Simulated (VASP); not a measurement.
Wanted: the native input for a VASP 6.6.1 run.

```
Task                               : single point
Functional                         : PBE-based screened hybrid with 25 % exact exchange
Potentials or basis                : VASP PAW PBE potentials, release 64 (Pd)
Cutoff                             : 520 eV
k mesh                             : 6 × 6 × 6
Occupations                        : fermi-dirac, width 0.05 eV
Spin                               : no spin polarisation
Dipole correction                  : no
Grid for exact exchange (PRECFOCK) : Normal
Share of exact exchange            : 0.25
Further INCAR settings             : ALGO = Normal; EDIFF = 1e-06; NBANDS = 11
Screening parameter                : 0.3 1/Å
```

Crystal: Pd.

```
Pd
1.0
     0.00000    1.94650    1.94650
     1.94650    0.00000    1.94650
     1.94650    1.94650    0.00000
Pd
1
Cartesian
  0.0000 0.0000 0.0000
```

One way to write it, as run:

POSCAR

```
Pd
1.0
    0.0000000000      1.9465000000      1.9465000000
    1.9465000000      0.0000000000      1.9465000000
    1.9465000000      1.9465000000      0.0000000000
Pd
1
Direct
    0.0000000000      0.0000000000      0.0000000000
```

INCAR.step1

```
SYSTEM = Pd
ALGO = Normal ; EDIFF = 1E-5
ENCUT = 520 ; GGA = PE
ISIF = 2 ; ISMEAR = -1
LASPH = .TRUE. ; LCHARG = .FALSE.
LREAL = .FALSE. ; LWAVE = .TRUE.
NBANDS = 11 ; NELM = 60
PREC = Accurate ; SIGMA = 0.05
```

INCAR.step2

```
SYSTEM = Pd
AEXX = 0.25 ; ALGO = Normal
EDIFF = 1E-6 ; ENCUT = 520
GGA = PE ; HFSCREEN = 0.3
ISIF = 2 ; ISMEAR = -1
ISTART = 1 ; LASPH = .TRUE.
LCHARG = .FALSE. ; LHFCALC = .TRUE.
LREAL = .FALSE. ; LWAVE = .FALSE.
NBANDS = 11 ; NELM = 60
PREC = Accurate ; PRECFOCK = Normal
SIGMA = 0.05
```

KPOINTS

```
k-points
0
G
  6 6 6
  0 0 0
```

Potentials or basis: VASP PAW PBE potentials, release 64 (Pd).

Launch:

```sh
$ cat potpaw_PBE.64/Pd/POTCAR > POTCAR
$ cp INCAR.step1 INCAR
$ mpirun -np 1 vasp_std > vasp.out
$ cp INCAR.step2 INCAR
$ mpirun -np 1 vasp_std > vasp.out
```

It gave:

```yaml
Pressure: 1.8 GPa
Band_gap_on_the_k_mesh: zero (bands 5 and 6 overlap by 2.09 eV)
```

Caveat: the k points lie up to 0.47 Å⁻¹ apart, too coarse for converged energies and pressures of a metal; the PAW data sets were made with another functional, which shifts forces and pressure a little.

It took 5.3 min on 1 thread of Intel Xeon 8259CL, on a shared host, peak memory 0.2 GiB.
